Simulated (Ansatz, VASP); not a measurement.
Y: VASP beside Ansatz

INCAR

```
  PREC = Accurate
  ENCUT = 520
  EDIFF = 1E-7
  ISMEAR = -1
  SIGMA = 0.08
  LREAL = F
  LASPH = T
  NELM = 80
  ALGO = Normal
  ISIF = 2
  LWAVE = F
  LCHARG = T
  GGA = CA
  LELF = T
  LVHAR = T
  NBANDS = 18
```

File KPOINTS:

```
Automatic mesh
0
Gamma
  12 12 7
```

Contents of POSCAR:

```
Y
1.0
    3.7245292218      0.0000000000      0.0000000000
   -1.8622646109      3.2255369232      0.0000000000
    0.0000000000      0.0000000000      5.7474000000
Y
2
Direct
    0.3333333333      0.6666666667      0.2500000000
    0.6666666667      0.3333333333      0.7500000000
```

Input for Ansatz:

```yaml
crystal:
  lattice:
    - [3.7245292218, 0.0, 0.0]
    - [-1.8622646109, 3.2255369232, 0.0]
    - [0.0, 0.0, 5.7474]
  atoms:
    - { symbol: "Y", position: [0.3333333333, 0.6666666667, 0.25] }
    - { symbol: "Y", position: [0.6666666667, 0.3333333333, 0.75] }
kpoints:
  mp_grid: { grid: [12, 12, 7] }
  band_path:
    path:
      - [0.0, 0.0, 0.0]
      - [0.5, 0.0, 0.0]
      - [0.3333333333, 0.3333333333, 0.0]
      - [0.0, 0.0, 0.0]
      - [0.0, 0.0, 0.5]
      - [0.5, 0.0, 0.5]
      - [0.3333333333, 0.3333333333, 0.5]
      - [0.0, 0.0, 0.5]
      - [0.5, 0.0, 0.5]
    npoints: 5
scf:
  occupations: { method: fermi_dirac, width: 0.08 }
hamiltonian:
  xc: lda
  pseudopotentials: { kind: all_electron, lapw: { basis_error: 0.00025 } }
output:
  forces: true
  stress: true
  eigenvalues: true
```

Change from the starting cell: equal xx and yy strain of +2 %.

Alike in both runs: task single point; functional LDA; k mesh 12 × 12 × 7; occupations fermi-dirac, width 0.08 eV; no spin polarisation.

|  | VASP | Ansatz |
| --- | --- | --- |
| version | VASP 6.6.1 | Ansatz 0.2.0 |
| potentials or method | VASP PAW LDA potentials, release 64 (Y_sv), cutoff 520 eV | all-electron LAPW, scalar-relativistic |

|  | VASP | Ansatz | Ansatz less VASP |
| --- | --- | --- | --- |
| pressure (GPa) | -5.2 | -5.1 | +0.08 |
| traceless stress, the component that is largest in VASP (GPa) | 0.23 | 0.23 | 0.000 |

LDA's correlation is that of Perdew and Zunger in VASP and of Perdew and Wang (1992) in Ansatz. Ansatz ran all-electron here, and VASP with PAW potentials.
